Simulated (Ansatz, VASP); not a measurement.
# Sn: VASP beside Ansatz

```
Sn
1.0
    -2.61016    2.61016    1.41645
     2.61016   -2.61016    1.41645
     2.61016    2.61016   -1.41645
Sn
2
Direct
  0.62500 0.87500 0.75000
  0.37500 0.12500 0.25000
```

Change from the starting cell: volume scaled by 0.68, LAPW.

Alike in both runs: task single point; functional PBE; k mesh 13 × 13 × 13; occupations fermi-dirac, width 0.05 eV; no spin polarisation.

|  | VASP | Ansatz |
| --- | --- | --- |
| version | VASP 6.6.1 | Ansatz 0.2.0 |
| potentials or method | VASP PAW PBE potentials, release 64 (Sn_d), cutoff 520 eV | all-electron LAPW, scalar-relativistic |

Ansatz gave:

- pressure (GPa): 46.8
- traceless stress, the component that is largest in VASP (GPa): 0.03

Task: What did VASP give for the same quantities?

Result: Pressure (GPa): 46.8; traceless stress, the component that is largest in VASP (GPa): 0.05.

Both programs put the cell under a high pressure, so it lies far from rest at this level. Ansatz ran all-electron here, and VASP with PAW potentials.
